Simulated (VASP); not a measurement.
# Pb: single point with PBEsol

Pb:

```
CELL_PARAMETERS angstrom
-1.92919 1.92919 1.92919
1.92919 -1.92919 1.92919
1.92919 1.92919 -1.92919
ATOMIC_POSITIONS crystal
Pb 0.00000 0.00000 0.00000
```

This cell differs from its parent crystal: volume scaled by 0.96.

```yaml
Program: VASP 6.6.1
Task: single point
Functional: PBEsol
Potentials_or_basis: VASP PAW PBE potentials, release 64 (Pb_d)
Cutoff: 520 eV
k_mesh: 13 × 13 × 13
Occupations: fermi-dirac, width 0.1 eV
Spin: no spin polarisation
```

```json
{
 "Pressure": "2.0 GPa",
 "Band gap on the k mesh": "zero (band 7 reaches 15.86 eV, above the bottom of band 8 at 5.63 eV)"
}
```

Levels at points of the mesh, in eV from the Fermi level:
| k point | band 3 | band 4 | band 5 | band 6 | band 7 | band 8 | band 9 | band 10 | band 11 | band 12 |
| --- | --- | --- | --- | --- | --- | --- | --- | --- | --- | --- |
| (0.00, 0.00, 0.00) | -17.09 | -16.81 | -16.81 | -12.15 | 8.15 | 8.15 | 8.15 | 11.19 | 11.19 | 11.19 |

Wall time 40 s on 1 thread of Intel(R) Xeon(R) Platinum 8259CL CPU @ 2.50GHz (Skylake/Cascade Lake) (shared host), peak memory 0.17 GiB.

Caveat: the PAW data sets were made with another functional, which shifts forces and pressure a little; spin-orbit coupling is left out, which moves the levels of the heavy elements.
